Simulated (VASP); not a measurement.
Write the native input for VASP 6.6.1 that does the following.

```
Task                   : single point
Functional             : PBE
Potentials or basis    : VASP PAW PBE potentials, release 64 (Ni)
Cutoff                 : 520 eV
k mesh                 : 12 × 12 × 7
Occupations            : gaussian, width 0.016 eV
Spin                   : collinear spin, ferromagnetic start
Starting moments       : [1.0, 1.0] μB
Dipole correction      : no
Further INCAR settings : ALGO = Normal; EDIFF = 1e-06; NBANDS = 21
```

The structure of Ni lies in POSCAR:

```
Ni
1.0
    2.4480228978      0.0000000000      0.0000000000
   -1.2240114489      2.1200500186      0.0000000000
    0.0000000000      0.0000000000      4.0728075700
Ni
2
Direct
    0.6666666667      0.3333333333      0.7500000000
    0.3333333333      0.6666666667      0.2500000000
```

The input as run:

INCAR

```
SYSTEM = Ni
ALGO = Normal
EDIFF = 1E-6
ENCUT = 520
GGA = PE
ISIF = 2
ISMEAR = 0
ISPIN = 2
LASPH = .TRUE.
LCHARG = .FALSE.
LMAXMIX = 4
LORBIT = 11
LREAL = .FALSE.
LWAVE = .FALSE.
MAGMOM = 1 1
NBANDS = 21
NELM = 150
PREC = Accurate
SIGMA = 0.016
```

KPOINTS

```
k-points
0
G
  12 12 7
  0 0 0
```

Potentials or basis: VASP PAW PBE potentials, release 64 (Ni).

Run with:

```sh
$ cat potpaw_PBE.64/Ni/POTCAR > POTCAR
$ mpirun -np 1 vasp_std > vasp.out
```

It gave:

```json
{"Pressure": "6.9 GPa", "Net moment": "1.27 μB per cell", "Site moments": "Ni +0.64 μB", "Valence electrons inside the program's atomic spheres": "Ni 9.36"}
```

Run time: 24 s on 1 thread of Intel(R) Xeon(R) 6975P-C (Granite Rapids), on a shared host, peak memory 0.16 GiB.
